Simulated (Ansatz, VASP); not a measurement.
Br: VASP beside Ansatz

```
Br
1.0
     2.63888    0.00000    0.00000
    -1.31944    2.28534    0.00000
     0.00000    0.00000    4.28385
Br
2
Direct
  0.33333 0.66667 0.25000
  0.66667 0.33333 0.75000
```

Change from the starting cell: volume scaled by 0.45, norm-conserving files.

Alike in both runs: task single point; functional PBE; k mesh 14 × 14 × 8; occupations fermi-dirac, width 0.05 eV; no spin polarisation.

|  | VASP | Ansatz |
| --- | --- | --- |
| version | VASP 6.6.1 | Ansatz 0.2.0 |
| potentials or method | VASP PAW PBE potentials, release 64 (Br) | norm-conserving pseudopotentials, scalar-relativistic |
| plane-wave cutoff (eV) | 520 | 626 |
| valence electrons in the cell | 14 | 14 |

Ansatz gave:

- pressure (GPa): 121.7
- traceless stress, the component that is largest in VASP (GPa): 0.49

Task: Which values does VASP return?

Result: Pressure (GPa): 122.3; traceless stress, the component that is largest in VASP (GPa): 0.52.

Both programs put the cell under a high pressure, so it lies far from rest at this level.

Noted on VASP's run: the cell as given lies far from equilibrium.
